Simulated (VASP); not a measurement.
A run of VASP 6.6.1 is set up as follows.

INCAR

```
SYSTEM = TiAl3
PREC = Accurate
ENCUT = 520
EDIFF = 1E-6
ISMEAR = 0
SIGMA = 0.15
LREAL = .False.
LASPH = .True.
NELM = 60
ALGO = Fast
ISIF = 2
LWAVE = .False.
LCHARG = .True.
GGA = PS
LELF = .True.
LVHAR = .True.
NBANDS = 18
```

File KPOINTS:

```
Automatic mesh
0
Gamma
  18 18 18
  0 0 0
```

The input POSCAR:

```
TiAl3
1.0
   -1.9077740733      1.8696185918      4.2769968076
    1.9077740733     -1.8696185918      4.2769968076
    1.9077740733      1.8696185918     -4.2769968076
Ti Al
1 3
Direct
    0.0000000000      0.0000000000      0.0000000000
    0.5000000000      0.5000000000      0.0000000000
    0.7500000000      0.2500000000      0.5000000000
    0.2500000000      0.7500000000      0.5000000000
```

Potentials or basis: VASP PAW PBE potentials, release 64 (Ti_sv, Al).

Command:

```console
$ cat potpaw_PBE.64/Ti_sv/POTCAR potpaw_PBE.64/Al/POTCAR > POTCAR
$ mpirun -np 1 vasp_std > vasp.out
```

Problem. Estimate the largest force.

Solution. 0.013 eV/Å.

Problem. What does it give for the pressure?

Solution. 2.5 GPa.

Stress tensor (GPa, compression positive):
```
2.11 0.00 0.00
0.00 4.33 0.00
0.00 0.00 1.05
```

Caveat: the cell differs from its parent crystal (strain -0.0200 x Voigt [0, 1, 0, 0, 0, 0]); the PAW data sets were made with another functional, which shifts forces and pressure a little.
